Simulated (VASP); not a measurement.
# CuO (P4/nmm) in VASP: settings compared, part 3 of 3

VASP 6.6.1. Earlier steps stand in the parts before.

## 5. Single point, PBE

This run uses another cell than the first one, of 12.42 Å³/atom, 1.060 times its volume.

File INCAR:

```
PREC     = Accurate       # precision mode
ENCUT    = 520            # plane-wave cutoff, eV
EDIFF    = 1E-6           # SCF threshold, eV
ISMEAR   = -1             # smearing method
SIGMA    = 0.05           # smearing width, eV
LREAL    = False          # projectors in reciprocal space
LASPH    = True           # aspherical terms in the spheres
NELM     = 80             # most SCF steps
ALGO     = Normal         # electronic algorithm
ISIF     = 2              # what is computed and relaxed
LWAVE    = False          # write WAVECAR
LCHARG   = False          # write CHGCAR
GGA      = PE             # functional
NBANDS   = 25             # bands
```

File KPOINTS:

```
Automatic mesh
0
Gamma
  8 8 6
```

File POSCAR:

```
CuO
1.0
    3.2377759293      0.0000000000      0.0000000000
    0.0000000000      3.2377759293      0.0000000000
    0.0000000000      0.0000000000      4.7407223129
Cu O
2 2
Direct
    0.0000000000      0.0000000000      0.0000000000
    0.5000000000      0.5000000000      0.0000000000
    0.5000000000      0.0000000000      0.2670000000
    0.0000000000      0.5000000000      0.7330000000
```

Potentials or basis: VASP PAW PBE potentials, release 64 (Cu, O).

Started as:

```
$ cat potpaw_PBE.64/Cu/POTCAR potpaw_PBE.64/O/POTCAR > POTCAR
$ mpirun -np 1 vasp_std > vasp.out
```

OUTCAR:

```text
PREC = Accurate
   ENCUT = 520
   EDIFF = 1E-6
   ISMEAR = -1
   LREAL = False
   LASPH = True
   NELM = 80
   ISIF = 2
   GGA = PE

 ion  position               nearest neighbor table
   1  0.000  0.000  0.000-   3 2.05   4 2.05   4 2.05   3 2.05   2 2.29   2 2.29   2 2.29   2 2.29

   2  0.500  0.500  0.000-   3 2.05   4 2.05   3 2.05   4 2.05   1 2.29   1 2.29   1 2.29   1 2.29

   3  0.500  0.000  0.267-   1 2.05   2 2.05   2 2.05   1 2.05
   4  0.000  0.500  0.733-   1 2.05   2 2.05   1 2.05   2 2.05

  LATTYP: Found a simple tetragonal cell.
 ALAT       =     3.2377759293
 C/A-ratio  =     1.4641909806

  Lattice vectors:

 A1 = (   3.2377759293,   0.0000000000,   0.0000000000)
 A2 = (   0.0000000000,   3.2377759293,   0.0000000000)
 A3 = (   0.0000000000,   0.0000000000,   4.7407223129)

Analysis of symmetry for initial positions (statically):
=====================================================================
 Subroutine PRICEL returns:
 Original cell was already a primitive cell.

[... 168 lines left out ...]
  ext. energy  EPLUGINS =         0.00000000
  ---------------------------------------------------
  free energy    TOTEN  =       -16.35424501 eV

  energy without entropy =      -16.29392856  energy(sigma->0) =      -16.32408679

 E-fermi :   2.4782     XC(G=0): -10.4324

 val. band max:        2.4769132125   @ k =   0.5000   0.0000   0.0000
 cond. band min:       2.4832546056   @ k =   0.5000   0.0000   0.3333
 fundamental gap:      0.0063413931
 Fermi energy:         2.4781924415

 k-point     1 :       0.0000    0.0000    0.0000
  band No.  band energies     occupation
      1     -15.6349      2.00000
      2     -14.9225      2.00000
      3      -3.5421      2.00000
      4      -2.5284      2.00000
      5      -2.0535      2.00000
      6      -2.0535      2.00000
[... 661 lines left out ...]
     24      15.2747      0.00000
     25      16.6286      0.00000

 [... further k-points ...]
[... 5 lines left out ...]
  --------------------------------------------------------------------------------------
  -------------------------------------------------------------------------------------
  Total        5.6991569      5.6991569     -4.0378148      0.0000000      0.0000000      0.0000000
  in kB      183.7312804    183.7312804   -130.1723910      0.0000000      0.0000000      0.0000000
  external PRESSURE =      79.0967233 kB  Pullay stress =       0.0000000 kB

 VOLUME and BASIS-vectors are now :
 -----------------------------------------------------------------------------
  energy-cutoff  :      520.00
  volume of cell :       49.70
      direct lattice vectors                 reciprocal lattice vectors
     3.237775929  0.000000000  0.000000000     0.308853986  0.000000000  0.000000000
     0.000000000  3.237775929  0.000000000     0.000000000  0.308853986  0.000000000
     0.000000000  0.000000000  4.740722313     0.000000000  0.000000000  0.210938320

 POSITION                                       TOTAL-FORCE (eV/Angst)
 -----------------------------------------------------------------------------------
      0.00000      0.00000      0.00000         0.000000     -0.000000      0.000000
      1.61889      1.61889      0.00000        -0.000000      0.000000      0.000000
      1.61889      0.00000      1.26577         0.000000      0.000000     -1.462173
      0.00000      1.61889      3.47495         0.000000     -0.000000      1.462173
 -----------------------------------------------------------------------------------
    total drift:                                0.000000     -0.000000     -0.000000

  FREE ENERGIE OF THE ION-ELECTRON SYSTEM (eV)
  ---------------------------------------------------
  free  energy   TOTEN  =       -16.3542450110 eV

  energy  without entropy=      -16.2939285627  energy(sigma->0) =      -16.32408679
```

stdout:

```text
POSCAR found type information on POSCAR CuO
 POSCAR found :  2 types and       4 ions
 scaLAPACK will be used
 LDA part: xc-table for (Slater+PW92), standard interpolation
 POSCAR, INCAR and KPOINTS ok, starting setup
 FFT: planning ... GRIDC
 FFT: planning ... GRID_SOFT
 FFT: planning ... GRID
 WAVECAR not read
 entering main loop
```

Run time: 22 s. Hardware: 1 thread of Intel Xeon 6975P-C (Granite Rapids), shared host; peak memory 0.19 GiB.

Results:

```
Free energy            : -16.3542 eV
Pressure               : 7.9 GPa
Largest force          : 1.462 eV/Å
Band gap on the k mesh : zero (band 17 reaches 2.88 eV, above the bottom of band 18 at 2.07 eV)
```

Forces in eV/Å, atoms in the order of the input:
```
Cu   0.000  0.000  0.000
Cu   0.000  0.000  0.000
O    0.000  0.000 -1.462
O    0.000  0.000  1.462
```

Stress tensor (GPa, compression positive):
```
 18.37   0.00   0.00
  0.00  18.37   0.00
  0.00   0.00 -13.02
```

Caveat: semilocal functionals often make such compounds metallic where correlation or magnetic order opens a gap, which also shifts bond lengths; forces of over 1 eV/Å act on the atoms, so gaps and moduli don't describe the material at rest. With open d or f shells a metallic result of PBE can be an artefact of self-interaction; +U or a hybrid may open a gap.

## 6. The runs side by side

```csv
level,potentials or basis,cell,k mesh,cutoff (eV),second run,gap on the mesh (eV),pressure (GPa),largest force (eV/Å)
RPBE,"VASP PAW PBE potentials, release 64 (Cu_sv_GW, O)","a = 3.175, b = 3.175, c = 4.650 Å, 4 atoms",5 × 5 × 4,700,valence_matched,none,19.1,0.65
PBE,"VASP PAW PBE potentials, release 64 (Cu, O)","a = 3.197, b = 3.197, c = 4.680 Å, 4 atoms",8 × 8 × 6,520,-,none,13.9,1.05
PBE,"VASP PAW PBE potentials, release 64 (Cu, O)","a = 3.217, b = 3.217, c = 4.711 Å, 4 atoms",8 × 8 × 6,520,-,none,10.8,1.27
PBE,"VASP PAW PBE potentials, release 64 (Cu, O)","a = 3.238, b = 3.238, c = 4.741 Å, 4 atoms",8 × 8 × 6,520,-,none,7.9,1.46
```

Alike in all rows: task single point; no spin polarisation; smearing fermi-dirac 0.05 eV.

Caveats: some runs use coarse meshes; semilocal functionals often make such compounds metallic where correlation or magnetic order opens a gap, which also shifts bond lengths; forces of over 1 eV/Å act on the atoms, so gaps and moduli don't describe the material at rest (some runs); the PAW data sets were made with another functional, which shifts forces and pressure a little (some runs).

Absolute energies hang on the potentials; compare differences alone.
